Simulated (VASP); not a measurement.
# Sr (I4/mmm) in VASP: a series of runs

Sr is run at these levels: PBE; tasks: single point.

Everything below comes from runs of VASP 6.6.1. Logs are shortened: lines on timing, memory, paths and dates and some standing lists are left out, and cuts for length are marked.

## 1. The cell of the first run

The structure is tetragonal, space group I4/mmm (No. 139). The conventional cell has a = 4.303 Å, b = 4.303 Å, c = 6.328 Å, α = 90.00°, β = 90.00°, γ = 90.00°. Within 5.6 Å of Sr (site symmetry 4/mmm) lie 12 Sr at 4.30 to 4.39 Å.

## 2. Single point, PBE (strain +0.000 along x and y, +0.040 along z)

The input, INCAR:

```
PREC = Accurate
ENCUT = 520
EDIFF = 1E-6
ISMEAR = 0
SIGMA = 0.15
LREAL = False
LASPH = True
NELM = 100
ALGO = Normal
ISIF = 2
LWAVE = False
LCHARG = False
GGA = PE
NBANDS = 11
```

The input, KPOINTS:

```
Automatic mesh
0
Gamma
  14 14 14
```

The input, POSCAR:

```
Sr
1.0
    0.0000000000      3.0423500000      3.1640440000
    3.0423500000      0.0000000000      3.1640440000
    3.0423500000      3.0423500000      0.0000000000
Sr
1
Direct
    0.0000000000      0.0000000000      0.0000000000
```

Potentials or basis: VASP PAW PBE potentials, release 64 (Sr_sv).

On the command line:

```
$ cat potpaw_PBE.64/Sr_sv/POTCAR > POTCAR
$ mpirun -np 1 vasp_std > vasp.out
```

OUTCAR:

```text
PREC = Accurate
   ENCUT = 520
   EDIFF = 1E-6
   ISMEAR = 0
   LREAL = False
   LASPH = True
   NELM = 100
   ISIF = 2
   GGA = PE

 ion  position               nearest neighbor table
   1  0.000  0.000  0.000-

  LATTYP: Found a body centered tetragonal cell.
 ALAT       =     4.3025326315
 C/A-ratio  =     1.4707821049

  Lattice vectors:

 A1 = (  -3.0423500000,   0.0000000000,   3.1640440000)
 A2 = (   3.0423500000,   0.0000000000,   3.1640440000)
 A3 = (   0.0000000000,   3.0423500000,  -3.1640440000)

Analysis of symmetry for initial positions (statically):
=====================================================================
 Subroutine PRICEL returns:
 Original cell was already a primitive cell.

 Routine SETGRP: Setting up the symmetry group for a
 body centered tetragonal supercell.

 Subroutine GETGRP returns: Found 16 space group operations
 (whereof 16 operations were pure point group operations)
 out of a pool of 16 trial point group operations.

The static configuration has the point symmetry D_4h.

Analysis of symmetry for dynamics (positions and initial velocities):
=====================================================================
 Subroutine PRICEL returns:
 Original cell was already a primitive cell.

 Routine SETGRP: Setting up the symmetry group for a
 body centered tetragonal supercell.

 Subroutine GETGRP returns: Found 16 space group operations
 (whereof 16 operations were pure point group operations)
 out of a pool of 16 trial point group operations.

The dynamic configuration has the point symmetry D_4h.

 Subroutine INISYM returns: Found 16 space group operations
 (whereof 16 operations are pure point group operations),
 and found     1 'primitive' translations

----------------------------------------------------------------------------------------

                                     Primitive cell

  volume of cell :      58.5721

  direct lattice vectors                    reciprocal lattice vectors
     0.000000000  3.042350000  3.164044000    -0.164346640  0.164346640  0.158025615
     3.042350000  0.000000000  3.164044000     0.164346640 -0.164346640  0.158025615
     3.042350000  3.042350000  0.000000000     0.164346640  0.164346640 -0.158025615

  length of vectors
     4.389426837  4.389426837  4.302532631     0.281054677  0.281054677  0.281054677

  position of ions in fractional coordinates (direct lattice)
     0.000000000  0.000000000  0.000000000

  ion indices of the primitive-cell ions
[... 74 lines left out ...]
   EDIFF  = 0.1E-05   stopping-criterion for ELM
   LREAL  =      F    real-space projection
   EDIFFG = 0.1E-04   stopping-criterion for IOM
   NSW    =      0    number of steps for IOM
   IBRION =     -1    ionic relax: 0-MD 1-quasi-New 2-CG
   NFREE  =      0    steps in history (QN), initial steepest desc. (CG)
   ISIF   =      2    stress and relaxation
   ISYM   =      2    0-nonsym 1-usesym 2-fastsym
   POTIM  = 0.5000    time-step for ionic-motion
   TEBEG  =    0.0;   TEEND  =   0.0 temperature during run
   PSTRESS=    0.0 pullay stress
   NELECT =      10.0000    total number of electrons
   NUPDOWN=      -1.0000    fix difference up-down
   EMIN   =  10.00;   EMAX   =-10.00  energy-range for DOS
   EFERMI =   0.00;   METHOD = LEGACY
   ISMEAR =     0;   SIGMA  =   0.15  broadening in eV -4-tet -1-fermi 0-gaus
   EFERMI_NEDOS =   21; number of points for ismear=-14 and -15
   IALGO  =     38    algorithm
   IMIX   =      4    mixing-type and parameters
     AMIX     =   0.40;   BMIX     =  1.00
     AMIX_MAG =   1.60;   BMIX_MAG =  1.00
  volume/ion in A,a.u.               =      58.57       395.26
  Fermi-wavevector in a.u.,A,eV,Ry     =   0.908192  1.716235 11.222269  0.824813
  Thomas-Fermi vector in A             =   2.032090
   LORBIT       =      0    0 simple, 1 ext, 2 COOP (PROOUT), +10 PAW based schemes
   GGA     = PE    functional components
   LHFCALC =     F    Hartree Fock is set to
   AEXX    =    0.0000 exact exchange contribution
   IVDW    =     0    specifies the selected vdW correction
   LEPSILON=     F    determine dielectric tensor
   LRPA    =     F    only Hartree local field effects (RPA)
 non-spin polarized calculation
 Gauss-broadening in eV      SIGMA  =   0.15
  energy-cutoff  :      520.00
  volume of cell :       58.57
 maximum number of plane-waves:      1604
 NGX is ok and might be reduce to    36
   NGX = 17   NGY = 17   NGZ = 15

 number of electron      10.0000000 magnetization

 Free energy of the ion-electron system (eV)
  ---------------------------------------------------
  ext. energy  EPLUGINS =         0.00000000
  ---------------------------------------------------
  free energy    TOTEN  =        -1.63642057 eV

  energy without entropy =       -1.62059733  energy(sigma->0) =       -1.62850895

 E-fermi :   1.3637     XC(G=0):  -7.1628

 val. band max:        1.3629246671   @ k =  -0.4286   0.0000   0.2143
 cond. band min:       1.3647846699   @ k =  -0.3571   0.1429   0.2857
 fundamental gap:      0.0018600027
 Fermi energy:         1.3636755949

 k-point     1 :       0.0000    0.0000    0.0000
  band No.  band energies     occupation
      1     -35.3747      2.00000
      2     -17.2731      2.00000
      3     -17.2700      2.00000
      4     -17.2700      2.00000
      5      -2.1744      2.00000
      6       3.5188      0.00000
      7       3.7177      0.00000
      8       3.7177      0.00000
      9       4.8466      0.00000
     10       5.1661      0.00000
     11       8.2969      0.00000
[... 309 lines left out ...]
 k-point    24 :       0.2857    0.1429    0.0000
  band No.  band energies     occupation
      1     -35.3690      2.00000
      2     -17.3463      2.00000
      3     -17.2916      2.00000
      4     -17.2886      2.00000
      5      -1.1454      2.00000
      6       2.5666      0.00000
      7       3.4337      0.00000
      8       4.0892      0.00000
      9       4.5059      0.00000
     10       5.4591      0.00000
     11       8.4110      0.00000

 [... further k-points ...]
[... 5 lines left out ...]
  --------------------------------------------------------------------------------------
  -------------------------------------------------------------------------------------
  Total       -0.2185432     -0.2185432     -0.3085399      0.0000000      0.0000000     -0.0000000
  in kB       -5.9780153     -5.9780153     -8.4397800      0.0000000      0.0000000     -0.0000000
  external PRESSURE =      -6.7986035 kB  Pullay stress =       0.0000000 kB

 VOLUME and BASIS-vectors are now :
 -----------------------------------------------------------------------------
  energy-cutoff  :      520.00
  volume of cell :       58.57
      direct lattice vectors                 reciprocal lattice vectors
     0.000000000  3.042350000  3.164044000    -0.164346640  0.164346640  0.158025615
     3.042350000  0.000000000  3.164044000     0.164346640 -0.164346640  0.158025615
     3.042350000  3.042350000  0.000000000     0.164346640  0.164346640 -0.158025615

 POSITION                                       TOTAL-FORCE (eV/Angst)
 -----------------------------------------------------------------------------------
      0.00000      0.00000      0.00000         0.000000     -0.000000      0.000000
 -----------------------------------------------------------------------------------
    total drift:                                0.000000      0.000000      0.000000

  FREE ENERGIE OF THE ION-ELECTRON SYSTEM (eV)
  ---------------------------------------------------
  free  energy   TOTEN  =        -1.6364205662 eV

  energy  without entropy=       -1.6205973286  energy(sigma->0) =       -1.62850895
```

OSZICAR:

```text
N       E                     dE             d eps       ncg     rms          rms(c)
DAV:   1     0.360484746652E+02    0.36048E+02   -0.47310E+03  5368   0.778E+02
DAV:   2     0.715756442651E-01   -0.35977E+02   -0.35359E+02  6236   0.151E+02
DAV:   3    -0.155384242180E+01   -0.16254E+01   -0.16069E+01  8103   0.240E+01
DAV:   4    -0.163061942487E+01   -0.76777E-01   -0.76610E-01  7034   0.476E+00
DAV:   5    -0.163225368020E+01   -0.16343E-02   -0.16341E-02  7645   0.566E-01    0.108E+01
DAV:   6    -0.163479693230E+01   -0.25433E-02   -0.70508E-03  6368   0.947E-01    0.606E+00
DAV:   7    -0.163639223963E+01   -0.15953E-02   -0.12026E-02  5841   0.123E+00    0.293E-01
DAV:   8    -0.163638546240E+01    0.67772E-05   -0.14382E-03  8095   0.228E-01    0.677E-02
DAV:   9    -0.163640867614E+01   -0.23214E-04   -0.31761E-05  6618   0.405E-02    0.281E-02
DAV:  10    -0.163642111493E+01   -0.12439E-04   -0.61594E-06  6330   0.202E-02    0.478E-03
DAV:  11    -0.163642056615E+01    0.54878E-06   -0.34459E-07  4071   0.472E-03
   1 F= -.16364206E+01 E0= -.16285089E+01  d E =-.158232E-01
```

stdout:

```text
POSCAR found type information on POSCAR Sr
 POSCAR found :  1 types and       1 ions
 scaLAPACK will be used
 LDA part: xc-table for (Slater+PW92), standard interpolation
 POSCAR, INCAR and KPOINTS ok, starting setup
 FFT: planning ... GRIDC
 FFT: planning ... GRID_SOFT
 FFT: planning ... GRID
 WAVECAR not read
 entering main loop
```

It took 65 s on 1 thread of Intel Xeon 6975P-C (Granite Rapids), shared host; peak memory 0.3 GiB.

Results:

| Property | Result |
| --- | --- |
| Free energy | -1.6364 eV |
| Pressure | -0.7 GPa |
| Band gap on the k mesh | zero (band 5 reaches 1.45 eV, above the bottom of band 6 at 1.36 eV) |

Stress tensor (GPa, compression positive):
```
-0.60  0.00  0.00
 0.00 -0.60  0.00
 0.00  0.00 -0.84
```

Levels at points of the mesh, in eV from the Fermi level:
```tsv
k point	band 2	band 3	band 4	band 5	band 6	band 7	band 8	band 9
(0.00, 0.00, 0.00)	-18.64	-18.63	-18.63	-3.54	2.16	2.35	2.35	3.48
(0.50, 0.00, 0.00)	-18.79	-18.66	-18.65	-1.08	0.01	2.02	2.26	4.55
(0.50, 0.50, 0.00)	-18.78	-18.68	-18.68	-0.64	0.46	0.73	4.64	4.89
(0.50, 0.00, 0.50)	-18.78	-18.70	-18.69	-0.53	0.38	1.04	4.57	4.78
```

Caveat: the cell differs from its parent crystal (strain +0.000 along x and y, +0.040 along z).

## 3. Single point, PBE (strain -0.040 along x and y, +0.000 along z)

The input, INCAR:

```
PREC     = Accurate       # precision mode
ENCUT    = 520            # plane-wave cutoff, eV
EDIFF    = 1E-7           # SCF threshold, eV
ISMEAR   = 0              # smearing method
SIGMA    = 0.15           # smearing width, eV
LREAL    = False          # projectors in reciprocal space
LASPH    = True           # aspherical terms in the spheres
NELM     = 100            # most SCF steps
ALGO     = Normal         # electronic algorithm
ISIF     = 2              # what is computed and relaxed
LWAVE    = False          # write WAVECAR
LCHARG   = False          # write CHGCAR
GGA      = PE             # functional
NBANDS   = 11             # bands
```

KPOINTS is that of step 2.

The input, POSCAR:

```
Sr
1.0
    0.0000000000      2.9206560000      3.0423500000
    2.9206560000      0.0000000000      3.0423500000
    2.9206560000      2.9206560000      0.0000000000
Sr
1
Direct
    0.0000000000      0.0000000000      0.0000000000
```

Potentials or basis: VASP PAW PBE potentials, release 64 (Sr_sv).

On the command line:

```
$ cat potpaw_PBE.64/Sr_sv/POTCAR > POTCAR
$ mpirun -np 1 vasp_std > vasp.out
```

Wall time 77 s (1 thread of Intel Xeon Platinum 8259CL at 2.50GHz (Skylake/Cascade Lake), shared host); peak memory 0.28 GiB.

It converged, with:

```yaml
Free_energy: -1.6377 eV
Pressure: 0.7 GPa
Band_gap_on_the_k_mesh: zero (band 5 reaches 1.82 eV, above the bottom of band 6 at 1.80 eV)
```

Stress tensor (GPa, compression positive):
```
0.81 0.00 0.00
0.00 0.81 0.00
0.00 0.00 0.55
```

Levels at points of the mesh, in eV from the Fermi level:
```csv
k point,band 3,band 4,band 5,band 6,band 7,band 8
"(0.00, 0.00, 0.00)",-18.39,-18.39,-3.74,2.25,2.48,2.48
"(0.50, 0.00, 0.00)",-18.44,-18.42,-1.16,0.13,2.08,2.37
"(0.50, 0.50, 0.00)",-18.47,-18.47,-0.79,0.35,0.94,5.10
"(0.50, 0.00, 0.50)",-18.50,-18.48,-0.68,0.26,1.31,5.02
```

Caveat: the cell differs from its parent crystal (strain -0.040 along x and y, +0.000 along z).
